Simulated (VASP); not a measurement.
# MgO (Fm-3m) in VASP: a series of runs

Runs on MgO. Level: PBE. Tasks: single point.

Everything below comes from runs of VASP 6.6.1. Logs are shortened: lines on timing, memory, paths and dates and some standing lists are left out, and cuts for length are marked.

## 1. The cell of the first run

The structure is cubic, space group Fm-3m (No. 225). Conventional cell: a = 4.324 Å, b = 4.324 Å, c = 4.324 Å, α = 90.00°, β = 90.00°, γ = 90.00°. Mg (site symmetry m-3m) has 6 O at 2.16 Å within 2.9 Å. O (site symmetry m-3m) has 6 Mg at 2.16 Å within 2.9 Å.

## 2. Single point, PBE

INCAR

```
SYSTEM = MgO
PREC = Accurate
ENCUT = 600
EDIFF = 1E-6
ISMEAR = -1
SIGMA = 0.02
LREAL = .FALSE.
LASPH = .TRUE.
NELM = 120
ALGO = Normal
ISIF = 2
LWAVE = .FALSE.
LCHARG = .TRUE.
GGA = PE
LELF = .TRUE.
LVHAR = .TRUE.
NBANDS = 11
GGA_COMPAT = .FALSE.
```

KPOINTS

```
regular mesh
0
G
  7 7 7
  0 0 0
```

POSCAR

```
MgO
1.0
    0.0000000000      2.1620000000      2.1620000000
    2.1620000000      0.0000000000      2.1620000000
    2.1620000000      2.1620000000      0.0000000000
Mg O
1 1
Direct
    0.0000000000      0.0000000000      0.0000000000
    0.5000000000      0.5000000000      0.5000000000
```

Potentials or basis: VASP PAW PBE potentials, release 64 (Mg, O).

The run is started by

```console
$ cat potpaw_PBE.64/Mg/POTCAR potpaw_PBE.64/O/POTCAR > POTCAR
$ mpirun -np 1 vasp_std > vasp.out
```

OUTCAR:

```text
SYSTEM = MgO
   PREC = Accurate
   ENCUT = 600
   EDIFF = 1E-6
   ISMEAR = -1
   LREAL = .FALSE.
   LASPH = .TRUE.
   NELM = 120
   ISIF = 2
   GGA = PE

 ion  position               nearest neighbor table
   1  0.000  0.000  0.000-   2 2.16   2 2.16   2 2.16   2 2.16   2 2.16   2 2.16
   2  0.500  0.500  0.500-   1 2.16   1 2.16   1 2.16   1 2.16   1 2.16   1 2.16

  LATTYP: Found a face centered cubic cell.
 ALAT       =     4.3240000000

  Lattice vectors:

 A1 = (   0.0000000000,   2.1620000000,   2.1620000000)
 A2 = (   2.1620000000,   0.0000000000,   2.1620000000)
 A3 = (   2.1620000000,   2.1620000000,   0.0000000000)

Analysis of symmetry for initial positions (statically):
=====================================================================
 Subroutine PRICEL returns:
 Original cell was already a primitive cell.

 Routine SETGRP: Setting up the symmetry group for a
 face centered cubic supercell.

 Subroutine GETGRP returns: Found 48 space group operations
 (whereof 48 operations were pure point group operations)
 out of a pool of 48 trial point group operations.

The static configuration has the point symmetry O_h .

Analysis of symmetry for dynamics (positions and initial velocities):
=====================================================================
 Subroutine PRICEL returns:
 Original cell was already a primitive cell.

 Routine SETGRP: Setting up the symmetry group for a
 face centered cubic supercell.

 Subroutine GETGRP returns: Found 48 space group operations
 (whereof 48 operations were pure point group operations)
 out of a pool of 48 trial point group operations.

The dynamic configuration has the point symmetry O_h .

 Subroutine INISYM returns: Found 48 space group operations
 (whereof 48 operations are pure point group operations),
 and found     1 'primitive' translations

----------------------------------------------------------------------------------------

                                     Primitive cell

  volume of cell :      20.2114

  direct lattice vectors                    reciprocal lattice vectors
     0.000000000  2.162000000  2.162000000    -0.231267345  0.231267345  0.231267345
     2.162000000  0.000000000  2.162000000     0.231267345 -0.231267345  0.231267345
     2.162000000  2.162000000  0.000000000     0.231267345  0.231267345 -0.231267345

  length of vectors
     3.057529722  3.057529722  3.057529722     0.400566792  0.400566792  0.400566792

  position of ions in fractional coordinates (direct lattice)
     0.000000000  0.000000000  0.000000000
     0.500000000  0.500000000  0.500000000

  ion indices of the primitive-cell ions
   primitive index   ion index
                 1           1
                 2           2

----------------------------------------------------------------------------------------

 KPOINTS: regular mesh

Automatic generation of k-mesh.
 Grid dimensions read from file:
 generate k-points for:    7    7    7

 Generating k-lattice:

  Cartesian coordinates                     Fractional coordinates (reciprocal lattice)
    -0.033038192  0.033038192  0.033038192     0.142857143  0.000000000  0.000000000
     0.033038192 -0.033038192  0.033038192     0.000000000  0.142857143  0.000000000
     0.033038192  0.033038192 -0.033038192     0.000000000  0.000000000  0.142857143

  Length of vectors
     0.057223827  0.057223827  0.057223827

  Shift w.r.t. Gamma in fractional coordinates (k-lattice)
     0.000000000  0.000000000  0.000000000

 Subroutine IBZKPT returns following result:
 ===========================================

 Found     20 irreducible k-points:

 Following reciprocal coordinates:
            Coordinates               Weight
  0.000000  0.000000  0.000000      1.000000
  0.142857  0.000000  0.000000      8.000000
  0.285714  0.000000  0.000000      8.000000
  0.428571  0.000000  0.000000      8.000000
  0.142857  0.142857  0.000000      6.000000
  0.285714  0.142857  0.000000     24.000000
[... 12 lines left out ...]
 -0.428571  0.428571  0.142857     24.000000
 -0.285714  0.428571  0.142857     24.000000
   k-points           NKPTS =     20   k-points in BZ     NKDIM =     20   number of bands    NBANDS=     11
   number of dos      NEDOS =    301   number of ions     NIONS =      2
   total plane-waves  NPLWV =  13824
   dimension x,y,z NGX =    24 NGY =   24 NGZ =   24
   dimension x,y,z NGXF=    48 NGYF=   48 NGZF=   48
   ions per type =               1   1
   NGX,Y,Z   is equivalent  to a cutoff of  13.05, 13.05, 13.05 a.u.
   NGXF,Y,Z  is equivalent  to a cutoff of  26.10, 26.10, 26.10 a.u.
 SYSTEM =  MgO
   PREC   = accura    normal or accurate (medium, high low for compatibility)
   ISTART =      0    job   : 0-new  1-cont  2-samecut
   ICHARG =      2    charge: 1-file 2-atom 10-const
   ISPIN  =      1    spin polarized calculation?
   LNONCOLLINEAR =      F non collinear calculations
   LSORBIT =      F    spin-orbit coupling
   LASPH  =      T    aspherical Exc in radial PAW
   ENCUT  =  600.0 eV  44.10 Ry    6.64 a.u.   6.11  6.11  6.11*2*pi/ulx,y,z
   NELM   =    120;   NELMIN=  2; NELMDL= -5     # of ELM steps
   EDIFF  = 0.1E-05   stopping-criterion for ELM
   LREAL  =      F    real-space projection
   EDIFFG = 0.1E-04   stopping-criterion for IOM
   NSW    =      0    number of steps for IOM
   IBRION =     -1    ionic relax: 0-MD 1-quasi-New 2-CG
   NFREE  =      0    steps in history (QN), initial steepest desc. (CG)
   ISIF   =      2    stress and relaxation
   ISYM   =      2    0-nonsym 1-usesym 2-fastsym
   POTIM  = 0.5000    time-step for ionic-motion
   TEBEG  =    0.0;   TEEND  =   0.0 temperature during run
   PSTRESS=    0.0 pullay stress
   NELECT =       8.0000    total number of electrons
   NUPDOWN=      -1.0000    fix difference up-down
   EMIN   =  10.00;   EMAX   =-10.00  energy-range for DOS
   EFERMI =   0.00;   METHOD = LEGACY
   ISMEAR =    -1;   SIGMA  =   0.02  broadening in eV -4-tet -1-fermi 0-gaus
   EFERMI_NEDOS =   21; number of points for ismear=-14 and -15
   IALGO  =     38    algorithm
   IMIX   =      4    mixing-type and parameters
     AMIX     =   0.40;   BMIX     =  1.00
     AMIX_MAG =   1.60;   BMIX_MAG =  1.00
  volume/ion in A,a.u.               =      10.11        68.20
  Fermi-wavevector in a.u.,A,eV,Ry     =   1.202004  2.271458 19.657873  1.444813
  Thomas-Fermi vector in A             =   2.337797
   LORBIT       =      0    0 simple, 1 ext, 2 COOP (PROOUT), +10 PAW based schemes
   GGA     = PE    functional components
   LHFCALC =     F    Hartree Fock is set to
   AEXX    =    0.0000 exact exchange contribution
   IVDW    =     0    specifies the selected vdW correction
   LEPSILON=     F    determine dielectric tensor
   LRPA    =     F    only Hartree local field effects (RPA)
 non-spin polarized calculation
  energy-cutoff  :      600.00
  volume of cell :       20.21
 maximum number of plane-waves:       683
   NGX = 13   NGY = 13   NGZ = 13

 number of electron       7.9999997 magnetization

 Free energy of the ion-electron system (eV)
  ---------------------------------------------------
  ext. energy  EPLUGINS =         0.00000000
  ---------------------------------------------------
  free energy    TOTEN  =       -11.89021991 eV

  energy without entropy =      -11.89021991  energy(sigma->0) =      -11.89021991

 E-fermi :   3.0445     XC(G=0): -10.7120

 val. band max:        2.6199040913   @ k =   0.0000   0.0000   0.0000
 cond. band min:       6.6179536537   @ k =   0.0000   0.0000   0.0000
 fundamental gap:      3.9980495624
 Fermi energy:         3.0444692573

 k-point     1 :       0.0000    0.0000    0.0000
  band No.  band energies     occupation
      1     -14.2594      2.00000
      2       2.6199      2.00000
      3       2.6199      2.00000
      4       2.6199      2.00000
      5       6.6180      0.00000
      6      17.9728      0.00000
      7      17.9728      0.00000
      8      17.9728      0.00000
      9      21.6859      0.00000
     10      23.3732      0.00000
     11      23.3732      0.00000

 k-point     2 :       0.1429    0.0000    0.0000
  band No.  band energies     occupation
      1     -14.0765      2.00000
      2       1.4720      2.00000
      3       2.5048      2.00000
      4       2.5048      2.00000
      5       7.7571      0.00000
      6      16.0241      0.00000
      7      18.3593      0.00000
      8      18.3593      0.00000
      9      22.1143      0.00000
     10      22.1143      0.00000
     11      23.6989      0.00000

 k-point     3 :       0.2857    0.0000    0.0000
  band No.  band energies     occupation
      1     -13.6299      2.00000
      2      -0.3164      2.00000
      3       2.2600      2.00000
      4       2.2600      2.00000
      5       9.3434      0.00000
      6      14.4503      0.00000
      7      18.5734      0.00000
      8      18.5734      0.00000
      9      22.1529      0.00000
     10      22.1529      0.00000
     11      23.1093      0.00000

 k-point     4 :       0.4286    0.0000    0.0000
  band No.  band energies     occupation
      1     -13.2267      2.00000
      2      -1.4993      2.00000
      3       2.0753      2.00000
      4       2.0753      2.00000
      5       9.9828      0.00000
      6      14.2954      0.00000
      7      18.1998      0.00000
      8      18.1998      0.00000
      9      22.4444      0.00000
     10      23.7737      0.00000
     11      23.7737      0.00000
[... 183 lines left out ...]
 k-point    18 :      -0.4286    0.2857    0.1429
  band No.  band energies     occupation
      1     -13.0452      2.00000
      2      -0.8700      2.00000
      3       0.7101      2.00000
      4       1.6707      2.00000
      5      12.0305      0.00000
      6      13.8085      0.00000
      7      15.0708      0.00000
      8      18.5645      0.00000
      9      21.9793      0.00000
     10      23.7901      0.00000
     11      28.3681      0.00000

 k-point    19 :      -0.4286    0.4286    0.1429
  band No.  band energies     occupation
      1     -12.9615      2.00000
      2      -0.7842      2.00000
      3       0.8150      2.00000
      4       1.2600      2.00000
      5      12.6637      0.00000
      6      12.6808      0.00000
      7      14.5983      0.00000
      8      18.6544      0.00000
      9      21.2402      0.00000
     10      26.2460      0.00000
     11      28.1743      0.00000

 k-point    20 :      -0.2857    0.4286    0.1429
  band No.  band energies     occupation
      1     -12.9146      2.00000
      2      -0.2715      2.00000
      3      -0.0893      2.00000
      4       1.2868      2.00000
      5      13.0679      0.00000
      6      13.8832      0.00000
      7      14.0564      0.00000
      8      17.7910      0.00000
      9      22.1748      0.00000
     10      24.4749      0.00000
     11      28.1980      0.00000

------------------------ aborting loop because EDIFF is reached ----------------------------------------

  FORCE on cell =-STRESS in cart. coord.  units (eV):
  Direction    XX          YY          ZZ          XY          YZ          ZX
  --------------------------------------------------------------------------------------
  -------------------------------------------------------------------------------------
  Total       -0.9617660     -0.9617660     -0.9617660      0.0000000      0.0000000     -0.0000000
  in kB      -76.2400079    -76.2400079    -76.2400079      0.0000000      0.0000000     -0.0000000
  external PRESSURE =     -76.2400079 kB  Pullay stress =       0.0000000 kB

 VOLUME and BASIS-vectors are now :
 -----------------------------------------------------------------------------
  energy-cutoff  :      600.00
  volume of cell :       20.21
      direct lattice vectors                 reciprocal lattice vectors
     0.000000000  2.162000000  2.162000000    -0.231267345  0.231267345  0.231267345
     2.162000000  0.000000000  2.162000000     0.231267345 -0.231267345  0.231267345
     2.162000000  2.162000000  0.000000000     0.231267345  0.231267345 -0.231267345

 POSITION                                       TOTAL-FORCE (eV/Angst)
 -----------------------------------------------------------------------------------
      0.00000      0.00000      0.00000         0.000000      0.000000     -0.000000
      2.16200      2.16200      2.16200        -0.000000     -0.000000      0.000000
 -----------------------------------------------------------------------------------
    total drift:                               -0.000000     -0.000000      0.000000

  FREE ENERGIE OF THE ION-ELECTRON SYSTEM (eV)
  ---------------------------------------------------
  free  energy   TOTEN  =       -11.8902199141 eV

  energy  without entropy=      -11.8902199141  energy(sigma->0) =      -11.89021991
```

Wall time 16 s (1 thread of AMD EPYC 7R13, shared host); peak memory 0.11 GiB.

What came out:

```yaml
Free_energy: -11.8902 eV
Pressure: -7.6 GPa
Band_gap_on_the_k_mesh: 4.00 eV, direct
```

## 3. Single point, PBE

INCAR

```
PREC = Accurate ; ENCUT = 600
EDIFF = 1E-6 ; ISMEAR = -1
SIGMA = 0.02 ; LREAL = F
LASPH = T ; NELM = 120
ALGO = Normal ; ISIF = 2
LWAVE = F ; LCHARG = F
GGA = PE ; NBANDS = 11
GGA_COMPAT = F
```

KPOINTS

```
Automatic mesh
0
Gamma
  7 7 7
```

POSCAR is that of step 2.

Potentials or basis: VASP PAW PBE potentials, release 64 (Mg, O).

The run is started by

```console
$ cat potpaw_PBE.64/Mg/POTCAR potpaw_PBE.64/O/POTCAR > POTCAR
$ mpirun -np 1 vasp_std > vasp.out
```

It took 13 s on 1 thread of AMD EPYC 7R13, shared host; peak memory 0.11 GiB.

It converged, with:

| Property | Result |
| --- | --- |
| Free energy | -11.8902 eV |
| Pressure | -7.6 GPa |
| Band gap on the k mesh | 4.00 eV, direct |

Levels at points of the mesh, in eV from the valence-band top:
```tsv
k point	band 2	band 3	band 4	band 5	band 6	band 7
(0.00, 0.00, 0.00)	0.00	0.00	0.00	4.00	15.35	15.35
```

As with any semilocal functional, this PBE gap is likely too small.

(Continued in part 2 of 2.)
